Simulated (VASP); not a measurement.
The system is ZnRe.

```xyz
2
Lattice="2.7216 0.0000 0.0000 -1.3608 2.3570 0.0000 0.0000 0.0000 4.4248" Properties=species:S:1:pos:R:3 pbc="T T T"
Re    0.0000    1.5713    2.2124
Zn    0.0000    0.0000    0.0000
```

Base run:

* Program: VASP 6.6.1
* Functional: PBE
* Dispersion: D3(BJ)
* Potentials or basis: VASP PAW PBE potentials, release 64 (Re, Zn)
* Cutoff: 520 eV
* k mesh: 11 × 11 × 6
* Occupations: fermi-dirac, width 0.05 eV
* Spin: no spin polarisation

Its results: pressure 0.1 GPa.

Q: The run is repeated on the same cell with these changes: potentials or basis from VASP PAW PBE potentials, release 64 (Re, Zn) to VASP PAW PBE potentials, release 64 (Re_sv_GW, Zn); cutoff from 520 eV to 500 eV; further incar settings from ALGO = Normal; EDIFF = 1e-06; NBANDS = 16 to ALGO = Normal; EDIFF = 1e-06; NBANDS = 20; valence electrons from 19 to 27. What comes out?

A: Pressure -0.9 GPa.

Caveats: pairwise dispersion overbinds metals, which lowers pressure and volume.
